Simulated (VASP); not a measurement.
## InGa3As4: relaxation of cell and atoms with PBE

Crystal: InGa3As4.

```
CELL_PARAMETERS angstrom
3.96168 0.00000 0.00000
0.00000 3.96168 0.00000
0.00000 0.00000 11.20533
ATOMIC_POSITIONS crystal
Ga 0.00000 0.00000 0.75000
Ga 0.50000 0.50000 0.00000
Ga 0.00000 0.00000 0.25000
As 0.00000 0.50000 0.87500
As 0.50000 0.00000 0.12500
As 0.00000 0.50000 0.37500
As 0.50000 0.00000 0.62500
In 0.50000 0.50000 0.50000
```

```
Program                : VASP 6.6.1
Task                   : relaxation of cell and atoms
Functional             : PBE
Potentials or basis    : VASP PAW PBE potentials, release 64 (Ga_d, As, In_d)
Cutoff                 : 600 eV
k mesh                 : 6 × 6 × 2
Occupations            : fermi-dirac, width 0.02 eV
Spin                   : no spin polarisation
Dipole correction      : no
Further INCAR settings : ALGO = Normal; EDIFF = 1e-06; IBRION = 2; EDIFFG = -0.005; NSW = 80; ISIF = 3
```

```
Relaxed volume                        : 25.21 Å³/atom
Relaxed cell                          : a = 4.142 Å, b = 4.142 Å, c = 11.756 Å, α = 90.00°, β = 90.00°, γ = 90.00°
Space group after relaxing (to 0.1 Å) : P-4m2 (No. 115)
Energy gained by relaxing             : 138.4 meV/atom
Ionic steps                           : 14
Pressure after relaxing               : 0.0 GPa
Largest force after relaxing          : 0.005 eV/Å
Band gap on the k mesh                : zero (filled and empty bands touch)
```

Forces on the atoms (eV/Å):
```
Ga   0.000  0.000 -0.005
Ga   0.000  0.000  0.000
Ga   0.000  0.000  0.005
As   0.000  0.000 -0.005
As   0.000  0.000  0.005
As   0.000  0.000  0.001
As   0.000  0.000 -0.001
In   0.000  0.000  0.000
```

Step by step:
```tsv
step	energy change (eV)	largest force (eV/Å)	pressure (GPa)	volume (Å³)
1	0.0000	2.0569	11.49	175.87
2	-0.8267	0.4239	-3.70	219.13
3	-1.0083	0.5693	-0.40	204.07
4	-1.0462	0.3577	-0.16	202.96
5	-1.0798	0.2908	0.53	199.96
6	-1.0813	0.2609	0.40	200.47
7	-1.0987	0.1958	-0.14	202.27
8	-1.1014	0.1604	-0.43	203.33
9	-1.1066	0.0447	0.17	201.20
10	-1.1068	0.0369	0.02	201.56
11	-1.1068	0.0365	0.07	201.52
12	-1.1069	0.0164	-0.03	201.78
13	-1.1070	0.0110	0.03	201.70
14	-1.1070	0.0050	-0.01	201.72
```

Final structure:
```cif
data_structure
_symmetry_space_group_name_H-M 'P 1'
_symmetry_Int_Tables_number 1
_cell_length_a 4.1423
_cell_length_b 4.1423
_cell_length_c 11.7559
_cell_angle_alpha 90.000
_cell_angle_beta 90.000
_cell_angle_gamma 90.000
_cell_volume 201.72
loop_
_atom_site_label
_atom_site_type_symbol
_atom_site_fract_x
_atom_site_fract_y
_atom_site_fract_z
_atom_site_occupancy
Ga1 Ga 0.00000 0.00000 0.75915 1
Ga2 Ga 0.50000 0.50000 0.00000 1
Ga3 Ga 0.00000 0.00000 0.24085 1
As1 As 0.00000 0.50000 0.87968 1
As2 As 0.50000 0.00000 0.12032 1
As3 As 0.00000 0.50000 0.36026 1
As4 As 0.50000 0.00000 0.63974 1
In1 In 0.50000 0.50000 0.50000 1
```

Levels at points of the mesh, in eV from the Fermi level:
| k point | band 33 | band 34 | band 35 | band 36 | band 37 | band 38 | band 39 | band 40 |
| --- | --- | --- | --- | --- | --- | --- | --- | --- |
| (0.00, 0.00, 0.00) | -1.35 | -0.17 | -0.09 | 0.00 | 0.00 | 1.47 | 1.54 | 2.04 |
| (0.50, 0.00, 0.00) | -1.22 | -1.07 | -1.05 | -0.62 | 0.65 | 0.84 | 2.26 | 2.74 |
| (0.50, 0.50, 0.00) | -2.50 | -2.43 | -2.43 | -2.33 | 1.54 | 1.54 | 1.63 | 1.83 |
| (0.00, 0.00, 0.50) | -0.72 | -0.72 | -0.43 | -0.43 | 1.43 | 1.44 | 1.64 | 1.91 |
| (0.50, 0.00, 0.50) | -1.27 | -1.26 | -1.23 | -0.62 | 1.61 | 1.69 | 1.74 | 2.18 |
| (0.50, 0.50, 0.50) | -2.75 | -2.72 | -2.69 | -2.69 | 2.46 | 2.46 | 2.54 | 2.58 |

Wall time 19 min on 1 thread of Intel(R) Xeon(R) Platinum 8488C (Sapphire Rapids), with other jobs on the host, peak memory 0.41 GiB.

Caveat: semilocal functionals underestimate gaps, so a narrow gap can read as zero; spin-orbit coupling is left out, which moves the levels of the heavy elements.
